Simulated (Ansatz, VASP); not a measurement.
Be4ZnTe in VASP and in Ansatz

```
Be Zn Te
1.0
     0.00000    3.34000    3.34000
     3.34000    0.00000    3.34000
     3.34000    3.34000    0.00000
Be Zn Te
4 1 1
Cartesian
  2.5050 4.1750 2.5050
  4.1750 4.1750 4.1750
  4.1750 2.5050 2.5050
  2.5050 2.5050 4.1750
  0.0000 0.0000 0.0000
  1.6700 1.6700 1.6700
```

Alike in both runs: task relaxation of cell and atoms; functional PBE; k mesh 4 × 4 × 4; occupations gaussian, width 0.2 eV; no spin polarisation.

|  | VASP | Ansatz |
| --- | --- | --- |
| version | VASP 6.6.1 | Ansatz 0.2.0 |
| potentials or method | VASP PAW PBE potentials, release 64 (Be, Zn, Te), cutoff 600 eV | scalar-relativistic, plane waves, PAW |
| valence electrons in the cell | 26 | 36 |

|  | VASP | Ansatz | Ansatz less VASP |
| --- | --- | --- | --- |
| gap on the k mesh at the Fermi level, each at its own relaxed structure (eV) | none | none | - |
| relaxed volume (Å³/atom) | 12.85 | 12.87 | +0.022 |
| relaxed cell length with the largest relative difference (Å) | 4.777 | 4.780 | +0.0028 |

A gap of «none» marks a metal or a gap that the smearing closes. VASP's potentials hold 26 valence electrons a cell and Ansatz's 36, so a difference there can come from the potentials and not from the codes.

The k mesh is coarse, so the values compare programs but aren't converged. Spin-orbit coupling is off throughout.
